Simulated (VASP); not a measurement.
# KMgF3 (Pm-3m) in VASP: notebook

KMgF3 is run at these levels: HSE06; tasks: single point.

All numbers are computed with VASP 6.6.1; they aren't measurements. Logs are shortened: lines on timing, memory, paths and dates and some standing lists are left out, and cuts for length are marked.

### Step 1. The cell of the first run

The structure is cubic, space group Pm-3m (No. 221). Conventional cell: a = 3.979 Å, b = 3.979 Å, c = 3.979 Å, α = 90.00°, β = 90.00°, γ = 90.00°. K (site symmetry m-3m) has 12 F at 2.81 Å and 8 Mg at 3.45 Å within 3.7 Å. Within 2.6 Å of Mg (site symmetry m-3m) lie 6 F at 1.99 Å. Within 2.6 Å of F (site symmetry 4/mmm) lie 2 Mg at 1.99 Å.

### Step 2. Single point, HSE06 (12.60 Å³/atom)

Input file POSCAR:

```
KMgF3
1.0
    3.9791132838      0.0000000000      0.0000000000
    0.0000000000      3.9791132838      0.0000000000
    0.0000000000      0.0000000000      3.9791132838
K Mg F
1 1 3
Direct
    0.5000000000      0.5000000000      0.5000000000
    0.0000000000      0.0000000000      0.0000000000
    0.5000000000      0.0000000000      0.0000000000
    0.0000000000      0.5000000000      0.0000000000
    0.0000000000      0.0000000000      0.5000000000
```

Input file INCAR.step1:

```
PREC = Accurate
ENCUT = 520
EDIFF = 1E-5
ISMEAR = 0
SIGMA = 0.01
LREAL = False
LASPH = True
NELM = 100
ALGO = Normal
ISIF = 2
LWAVE = True
GGA = PE
NBANDS = 24
```

Input file INCAR.step2:

```
PREC = Accurate
ENCUT = 520
EDIFF = 1E-7
ISMEAR = 0
SIGMA = 0.01
LREAL = False
LASPH = True
NELM = 100
ALGO = Normal
ISIF = 2
LWAVE = False
LCHARG = True
GGA = PE
LHFCALC = True
HFSCREEN = 0.2079
PRECFOCK = Fast
LELF = True
LVHAR = True
ISTART = 1
NBANDS = 24
```

Input file KPOINTS:

```
regular mesh
0
Gamma
  4 4 4
```

Potentials or basis: VASP PAW PBE potentials, release 64 (K_sv, Mg, F).

On the command line:

```
cat potpaw_PBE.64/K_sv/POTCAR potpaw_PBE.64/Mg/POTCAR potpaw_PBE.64/F/POTCAR > POTCAR
cp INCAR.step1 INCAR
mpirun -np 1 vasp_std > vasp.out
cp INCAR.step2 INCAR
mpirun -np 1 vasp_std > vasp.out
```

OUTCAR:

```text
PREC = Accurate
   ENCUT = 520
   EDIFF = 1E-7
   ISMEAR = 0
   LREAL = False
   LASPH = True
   NELM = 100
   ISIF = 2
   GGA = PE
   LHFCALC = True
   HFSCREEN = 0.2079
   PRECFOCK = Fast
   ISTART = 1

 ion  position               nearest neighbor table
   1  0.500  0.500  0.500-   3 2.81   4 2.81   5 2.81   3 2.81   4 2.81   3 2.81   5 2.81   3 2.81
                             4 2.81   5 2.81   4 2.81   5 2.81   2 3.45   2 3.45   2 3.45   2 3.45
   2  0.000  0.000  0.000-   3 1.99   4 1.99   5 1.99   5 1.99   4 1.99   3 1.99   1 3.45   1 3.45
                             1 3.45   1 3.45   1 3.45   1 3.45   1 3.45   1 3.45
   3  0.500  0.000  0.000-   2 1.99   2 1.99   1 2.81   1 2.81   1 2.81   1 2.81
   4  0.000  0.500  0.000-   2 1.99   2 1.99   1 2.81   1 2.81   1 2.81   1 2.81
   5  0.000  0.000  0.500-   2 1.99   2 1.99   1 2.81   1 2.81   1 2.81   1 2.81

  LATTYP: Found a simple cubic cell.
 ALAT       =     3.9791132838

  Lattice vectors:

 A1 = (   3.9791132838,   0.0000000000,   0.0000000000)
 A2 = (   0.0000000000,   3.9791132838,   0.0000000000)
 A3 = (   0.0000000000,   0.0000000000,   3.9791132838)

Analysis of symmetry for initial positions (statically):
=====================================================================
 Subroutine PRICEL returns:
 Original cell was already a primitive cell.

 Routine SETGRP: Setting up the symmetry group for a
 simple cubic supercell.

 Subroutine GETGRP returns: Found 48 space group operations
 (whereof 48 operations were pure point group operations)
 out of a pool of 48 trial point group operations.

The static configuration has the point symmetry O_h .

Analysis of symmetry for dynamics (positions and initial velocities):
=====================================================================
 Subroutine PRICEL returns:
 Original cell was already a primitive cell.

 Routine SETGRP: Setting up the symmetry group for a
 simple cubic supercell.

 Subroutine GETGRP returns: Found 48 space group operations
 (whereof 48 operations were pure point group operations)
 out of a pool of 48 trial point group operations.

The dynamic configuration has the point symmetry O_h .

 Subroutine INISYM returns: Found 48 space group operations
 (whereof 48 operations are pure point group operations),
 and found     1 'primitive' translations

----------------------------------------------------------------------------------------

                                     Primitive cell

  volume of cell :      63.0027

  direct lattice vectors                    reciprocal lattice vectors
     3.979113284  0.000000000  0.000000000     0.251312272  0.000000000  0.000000000
     0.000000000  3.979113284  0.000000000     0.000000000  0.251312272  0.000000000
     0.000000000  0.000000000  3.979113284     0.000000000  0.000000000  0.251312272

  length of vectors
     3.979113284  3.979113284  3.979113284     0.251312272  0.251312272  0.251312272

  position of ions in fractional coordinates (direct lattice)
     0.500000000  0.500000000  0.500000000
     0.000000000  0.000000000  0.000000000
     0.500000000  0.000000000  0.000000000
     0.000000000  0.500000000  0.000000000
     0.000000000  0.000000000  0.500000000

  ion indices of the primitive-cell ions
   primitive index   ion index
                 1           1
                 2           2
                 3           3
                 4           4
                 5           5

----------------------------------------------------------------------------------------

 KPOINTS: regular mesh

Automatic generation of k-mesh.
 Grid dimensions read from file:
 generate k-points for:    4    4    4

 Generating k-lattice:

  Cartesian coordinates                     Fractional coordinates (reciprocal lattice)
     0.062828068  0.000000000  0.000000000     0.250000000  0.000000000  0.000000000
     0.000000000  0.062828068  0.000000000     0.000000000  0.250000000  0.000000000
     0.000000000  0.000000000  0.062828068     0.000000000  0.000000000  0.250000000

  Length of vectors
     0.062828068  0.062828068  0.062828068

  Shift w.r.t. Gamma in fractional coordinates (k-lattice)
     0.000000000  0.000000000  0.000000000

 Subroutine IBZKPT returns following result:
 ===========================================

 Found     10 irreducible k-points:

 Following reciprocal coordinates:
            Coordinates               Weight
  0.000000  0.000000  0.000000      1.000000
  0.250000  0.000000  0.000000      6.000000
  0.500000  0.000000  0.000000      3.000000
  0.250000  0.250000  0.000000     12.000000
  0.500000  0.250000  0.000000     12.000000
  0.500000  0.500000  0.000000      3.000000
  0.250000  0.250000  0.250000      8.000000
  0.500000  0.250000  0.250000     12.000000
  0.500000  0.500000  0.250000      6.000000
  0.500000  0.500000  0.500000      1.000000
   k-points           NKPTS =     10   k-points in BZ     NKDIM =     64   number of bands    NBANDS=     24
   number of dos      NEDOS =    301   number of ions     NIONS =      5
   total plane-waves  NPLWV =  27000
   dimension x,y,z NGX =    30 NGY =   30 NGZ =   30
   dimension x,y,z NGXF=    60 NGYF=   60 NGZF=   60
   ions per type =               1   1   3
   NGX,Y,Z   is equivalent  to a cutoff of  12.53, 12.53, 12.53 a.u.
   NGXF,Y,Z  is equivalent  to a cutoff of  25.07, 25.07, 25.07 a.u.
 SYSTEM =  unknown system
   PREC   = accura    normal or accurate (medium, high low for compatibility)
   ISTART =      1    job   : 0-new  1-cont  2-samecut
   ICHARG =      0    charge: 1-file 2-atom 10-const
   ISPIN  =      1    spin polarized calculation?
   LNONCOLLINEAR =      F non collinear calculations
   LSORBIT =      F    spin-orbit coupling
   LASPH  =      T    aspherical Exc in radial PAW
   ENCUT  =  520.0 eV  38.22 Ry    6.18 a.u.   7.40  7.40  7.40*2*pi/ulx,y,z
   NELM   =    100;   NELMIN=  2; NELMDL=  0     # of ELM steps
   EDIFF  = 0.1E-06   stopping-criterion for ELM
   LREAL  =      F    real-space projection
   EDIFFG = 0.1E-05   stopping-criterion for IOM
   NSW    =      0    number of steps for IOM
   IBRION =     -1    ionic relax: 0-MD 1-quasi-New 2-CG
   NFREE  =      0    steps in history (QN), initial steepest desc. (CG)
   ISIF   =      2    stress and relaxation
   ISYM   =      3    0-nonsym 1-usesym 2-fastsym
   POTIM  = 0.5000    time-step for ionic-motion
   TEBEG  =    0.0;   TEEND  =   0.0 temperature during run
   PSTRESS=    0.0 pullay stress
   NELECT =      32.0000    total number of electrons
   NUPDOWN=      -1.0000    fix difference up-down
   EMIN   =  10.00;   EMAX   =-10.00  energy-range for DOS
   EFERMI =   0.00;   METHOD = LEGACY
   ISMEAR =     0;   SIGMA  =   0.01  broadening in eV -4-tet -1-fermi 0-gaus
   EFERMI_NEDOS =   21; number of points for ismear=-14 and -15
   IALGO  =     38    algorithm
   IMIX   =      1    mixing-type and parameters
     AMIX     =   0.40;   BMIX     =  1.00
     AMIX_MAG =   1.60;   BMIX_MAG =  1.00
  volume/ion in A,a.u.               =      12.60        85.03
  Fermi-wavevector in a.u.,A,eV,Ry     =   1.306186  2.468335 23.213215  1.706123
  Thomas-Fermi vector in A             =   2.437005
   LORBIT       =      0    0 simple, 1 ext, 2 COOP (PROOUT), +10 PAW based schemes
   GGA     = PE    functional components
   LHFCALC =     T    Hartree Fock is set to
   PRECFOCK=fast      Normal, Fast or Accurate (Low or Medium for compatibility)
   ENCUT4O =  -1.0   cutoff for four orbital integrals eV
   NKREDX  =     1    reduce k-point grid by
   NKREDY  =     1    reduce k-point grid by
   NKREDZ  =     1    reduce k-point grid by
   AEXX    =    0.2500 exact exchange contribution
   HFSCREEN=    0.2079 screening length (either q_TF or 0.3 A-1)
   HFSCREENC=   0.2079 screening length for correlation (either q_TF or 0.3 A-1)
   ENCUTFOCK=  -1.0 apply spherical cutoff to Coloumb kernel
   IVDW    =     0    specifies the selected vdW correction
   LEPSILON=     F    determine dielectric tensor
   LRPA    =     F    only Hartree local field effects (RPA)
 non-spin polarized calculation
 Gauss-broadening in eV      SIGMA  =   0.01
  energy-cutoff  :      520.00
  volume of cell :       63.00
 maximum number of plane-waves:      1743
 NGX is ok and might be reduce to    30
  NGX = 16; NGY = 16; NGZ = 16

 number of electron      31.9999959 magnetization

 Free energy of the ion-electron system (eV)
  ---------------------------------------------------
  ext. energy  EPLUGINS =         0.00000000
  ---------------------------------------------------
  free energy    TOTEN  =       -29.53656578 eV

  energy without entropy =      -29.53656578  energy(sigma->0) =      -29.53656578

 E-fermi :  -3.1841     XC(G=0):  -7.9708

 val. band max:       -3.2815811489   @ k =   0.5000   0.5000   0.5000
 cond. band min:       6.2928320476   @ k =   0.0000   0.0000   0.0000
 fundamental gap:      9.5744131965
 Fermi energy:        -3.1840554344

 k-point     1 :       0.0000    0.0000    0.0000
  band No.  band energies     occupation
      1     -30.3476      2.00000
      2     -24.9790      2.00000
      3     -24.2992      2.00000
      4     -24.2992      2.00000
      5     -12.4972      2.00000
      6     -12.4972      2.00000
[... 16 lines left out ...]
     23      13.2010      0.00000
     24      16.3586      0.00000

 k-point     2 :       0.2500    0.0000    0.0000
  band No.  band energies     occupation
      1     -30.3315      2.00000
      2     -24.9127      2.00000
      3     -24.3803      2.00000
      4     -24.2943      2.00000
      5     -12.4810      2.00000
      6     -12.4644      2.00000
[... 16 lines left out ...]
     23      13.2154      0.00000
     24      16.0171      0.00000
[... 187 lines left out ...]
     23      13.6250      0.00000
     24      13.6651      0.00000

 k-point    10 :       0.5000    0.5000    0.5000
  band No.  band energies     occupation
      1     -30.2783      2.00000
      2     -24.4899      2.00000
      3     -24.4899      2.00000
      4     -24.4899      2.00000
      5     -12.6972      2.00000
      6     -12.6972      2.00000
[... 16 lines left out ...]
     23      14.3916      0.00000
     24      14.3916      0.00000

------------------------ aborting loop because EDIFF is reached ----------------------------------------

  FORCE on cell =-STRESS in cart. coord.  units (eV):
  Direction    XX          YY          ZZ          XY          YZ          ZX
  --------------------------------------------------------------------------------------
  -------------------------------------------------------------------------------------
  Total        0.5376447      0.5376447      0.5376447     -0.0000000      0.0000000      0.0000000
  in kB       13.6724720     13.6724720     13.6724720     -0.0000000      0.0000000      0.0000000
  external PRESSURE =      13.6724720 kB  Pullay stress =       0.0000000 kB

 VOLUME and BASIS-vectors are now :
 -----------------------------------------------------------------------------
  energy-cutoff  :      520.00
  volume of cell :       63.00
      direct lattice vectors                 reciprocal lattice vectors
     3.979113284  0.000000000  0.000000000     0.251312272  0.000000000  0.000000000
     0.000000000  3.979113284  0.000000000     0.000000000  0.251312272  0.000000000
     0.000000000  0.000000000  3.979113284     0.000000000  0.000000000  0.251312272

 POSITION                                       TOTAL-FORCE (eV/Angst)
 -----------------------------------------------------------------------------------
      1.98956      1.98956      1.98956         0.000000      0.000000      0.000000
      0.00000      0.00000      0.00000         0.000000      0.000000      0.000000
      1.98956      0.00000      0.00000         0.000000      0.000000      0.000000
      0.00000      1.98956      0.00000         0.000000      0.000000      0.000000
      0.00000      0.00000      1.98956         0.000000      0.000000      0.000000
 -----------------------------------------------------------------------------------
    total drift:                                0.000329      0.000351      0.000345

  FREE ENERGIE OF THE ION-ELECTRON SYSTEM (eV)
  ---------------------------------------------------
  free  energy   TOTEN  =       -29.5365657827 eV

  energy  without entropy=      -29.5365657827  energy(sigma->0) =      -29.53656578
```

Run time: 16 min. Hardware: 1 thread of Intel Xeon 8259CL, shared host; peak memory 0.29 GiB.

What came out:

```yaml
Free_energy: -29.5366 eV
Pressure: 1.4 GPa
Band_gap_on_the_k_mesh: 9.57 eV (least direct gap 9.88 eV)
```

Levels at points of the mesh, in eV from the valence-band top:
```csv
k point,band 12,band 13,band 14,band 15,band 16,band 17,band 18,band 19,band 20,band 21
"(0.00, 0.00, 0.00)",-0.67,-0.67,-0.30,-0.30,-0.30,9.57,12.41,12.41,14.75,14.75
"(0.50, 0.00, 0.00)",-0.90,-0.90,-0.90,-0.53,-0.53,12.45,12.87,13.53,15.44,15.44
"(0.50, 0.50, 0.00)",-1.08,-1.08,-0.92,-0.92,-0.02,13.42,14.16,15.07,15.07,15.44
"(0.50, 0.50, 0.50)",-1.10,-1.10,0.00,0.00,0.00,12.87,12.87,12.87,16.37,16.82
```

Caveat: the PAW data sets were made with another functional, which shifts forces and pressure a little.

### Step 3. Single point, HSE06 (13.63 Å³/atom)

This run uses another cell than the first one, of 13.63 Å³/atom.

POSCAR: that of step 2 with these lines changed.

```diff
@@ -2,5 +2,5 @@
 1.0
-    3.9791132838      0.0000000000      0.0000000000
-    0.0000000000      3.9791132838      0.0000000000
-    0.0000000000      0.0000000000      3.9791132838
+    4.0845689666      0.0000000000      0.0000000000
+    0.0000000000      4.0845689666      0.0000000000
+    0.0000000000      0.0000000000      4.0845689666
 K Mg F
```

Input file INCAR.step1:

```
PREC = Accurate ; ENCUT = 520
EDIFF = 1E-5 ; ISMEAR = 0
SIGMA = 0.01 ; LREAL = F
LASPH = T ; NELM = 100
ALGO = Normal ; ISIF = 2
LWAVE = T ; GGA = PE
NBANDS = 24
```

Input file INCAR.step2:

```
PREC = Accurate ; ENCUT = 520
EDIFF = 1E-7 ; ISMEAR = 0
SIGMA = 0.01 ; LREAL = F
LASPH = T ; NELM = 100
ALGO = Normal ; ISIF = 2
LWAVE = F ; LCHARG = T
GGA = PE ; LHFCALC = T
HFSCREEN = 0.2079 ; PRECFOCK = Fast
LELF = T ; LVHAR = T
ISTART = 1 ; NBANDS = 24
```

Input file KPOINTS:

```
Automatic mesh
0
Gamma
  4 4 4
```

Potentials or basis: VASP PAW PBE potentials, release 64 (K_sv, Mg, F).

On the command line:

```
cat potpaw_PBE.64/K_sv/POTCAR potpaw_PBE.64/Mg/POTCAR potpaw_PBE.64/F/POTCAR > POTCAR
cp INCAR.step1 INCAR
mpirun -np 1 vasp_std > vasp.out
cp INCAR.step2 INCAR
mpirun -np 1 vasp_std > vasp.out
```

Run time: 27 min. Hardware: 1 thread of AMD EPYC 7R43 (Zen 3), shared host; peak memory 0.25 GiB.

The run converged. Its results:

* Free energy: -29.4979 eV
* Pressure: -4.0 GPa
* Band gap on the k mesh: 8.97 eV (least direct gap 9.26 eV)

Levels at points of the mesh, in eV from the valence-band top:
```tsv
k point	band 12	band 13	band 14	band 15	band 16	band 17	band 18	band 19	band 20	band 21
(0.00, 0.00, 0.00)	-0.59	-0.59	-0.30	-0.30	-0.30	8.97	12.27	12.27	14.52	14.52
(0.50, 0.00, 0.00)	-0.81	-0.81	-0.79	-0.48	-0.48	11.91	12.04	13.29	15.01	15.01
(0.50, 0.50, 0.00)	-0.95	-0.95	-0.85	-0.85	-0.02	12.90	13.70	14.29	14.29	15.06
(0.50, 0.50, 0.50)	-1.02	-1.02	0.00	0.00	0.00	12.52	12.52	12.52	15.67	16.43
```

Caveat: the cell stands under tension; the PAW data sets were made with another functional, which shifts forces and pressure a little.

### Step 4. Single point, HSE06 (11.44 Å³/atom)

This run uses another cell than the first one, of 11.44 Å³/atom.

POSCAR: that of step 3 with these lines changed.

```diff
@@ -2,5 +2,5 @@
 1.0
-    4.0845689666      0.0000000000      0.0000000000
-    0.0000000000      4.0845689666      0.0000000000
-    0.0000000000      0.0000000000      4.0845689666
+    3.8533720875      0.0000000000      0.0000000000
+    0.0000000000      3.8533720875      0.0000000000
+    0.0000000000      0.0000000000      3.8533720875
 K Mg F
```

Input file INCAR.step1:

```
SYSTEM = KMgF3
ALGO = Normal
EDIFF = 1E-5
ENCUT = 520
GGA = PE
ISIF = 2
ISMEAR = 0
LASPH = .TRUE.
LCHARG = .FALSE.
LREAL = .FALSE.
LWAVE = .TRUE.
NBANDS = 24
NELM = 100
PREC = Accurate
SIGMA = 0.01
```

Input file INCAR.step2:

```
SYSTEM = KMgF3
ALGO = Normal
EDIFF = 1E-6
ENCUT = 520
GGA = PE
HFSCREEN = 0.2079
ISIF = 2
ISMEAR = 0
ISTART = 1
LASPH = .TRUE.
LCHARG = .FALSE.
LHFCALC = .TRUE.
LREAL = .FALSE.
LWAVE = .FALSE.
NBANDS = 24
NELM = 100
PREC = Accurate
PRECFOCK = Fast
SIGMA = 0.01
```

Input file KPOINTS:

```
k-points
0
G
  4 4 4
  0 0 0
```

On the command line:

```
cat potpaw_PBE.64/K_sv/POTCAR potpaw_PBE.64/Mg/POTCAR potpaw_PBE.64/F/POTCAR > POTCAR
cp INCAR.step1 INCAR
mpirun -np 1 vasp_std > vasp.out
cp INCAR.step2 INCAR
mpirun -np 1 vasp_std > vasp.out
```

It took 7.6 min on 1 thread of Intel Xeon Platinum 8259CL at 2.50GHz (Skylake/Cascade Lake), shared host; peak memory 0.29 GiB.

Results (log left out):

```
Free energy            : -29.3177 eV
Pressure               : 11.0 GPa
Band gap on the k mesh : 10.40 eV (least direct gap 10.70 eV)
```

Levels at points of the mesh, in eV from the valence-band top:
```
           k point  band 13  band 14  band 15  band 16  band 17  band 18  band 19  band 20
(0.00, 0.00, 0.00)    -0.78    -0.30    -0.30    -0.30    10.40    12.56    12.56    15.02
(0.50, 0.00, 0.00)    -1.02    -1.02    -0.60    -0.60    13.13    13.82    13.96    15.77
(0.50, 0.50, 0.00)    -1.22    -1.01    -1.01    -0.02    14.03    14.69    15.92    15.92
(0.50, 0.50, 0.50)    -1.21     0.00     0.00     0.00    13.30    13.30    13.30    17.29
```

Caveat: the cell stands under pressure; the PAW data sets were made with another functional, which shifts forces and pressure a little. A k mesh can miss the band edges.

### Step 5. Summary

```tsv
cell	gap on the mesh (eV)	pressure (GPa)
a = 3.979 Å, 5 atoms	9.57	1.4
a = 4.085 Å, 5 atoms	8.97	-4.0
a = 3.853 Å, 5 atoms	10.40	11.0
```

Alike in all rows: task single point; level HSE06; potentials or basis VASP PAW PBE potentials, release 64 (K_sv, Mg, F); no spin polarisation; k mesh 4 × 4 × 4; cutoff (eV) 520; smearing gaussian 0.01 eV.

Caveats: the PAW data sets were made with another functional, which shifts forces and pressure a little; the cell stands under tension (at least some runs); the cell stands under pressure (at least some runs).

Total energies depend on the potentials used, so only differences within one code and one set of settings carry meaning.
